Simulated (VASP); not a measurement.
The system is RbBr.

```
Rb Br
1.0
     4.12793    0.00000    0.00000
     0.00000    4.12793    0.00000
     0.00000    0.00000    3.98345
Rb Br
1 1
Direct
  0.00000 0.00000 0.00000
  0.50000 0.50000 0.50000
```

This cell differs from its parent crystal: uniaxial z strain -3.5%.

Program: VASP 6.6.1. Alike in all runs: task single point; potentials or basis VASP PAW PBE potentials, release 64 (Rb_sv, Br); no spin polarisation; cell as given; cutoff (eV) 520. Hardware: 1 thread of Intel(R) Xeon(R) Platinum 8488C (Sapphire Rapids), with other jobs on the host.

Question: Order these runs on this cell by their wall time, lowest first.
A. level HSE06; k mesh 4 × 4 × 4; smearing gaussian 0.01 eV; grid for exact exchange (PRECFOCK) Normal; screening parameter 0.2079 1/Å
B. level r2SCAN; k mesh 6 × 6 × 6; smearing gaussian 0.01 eV
C. level PBE; k mesh 6 × 6 × 6; smearing fermi-dirac 0.02 eV

Answer: C (25 s), B (68 s), A (600 s).
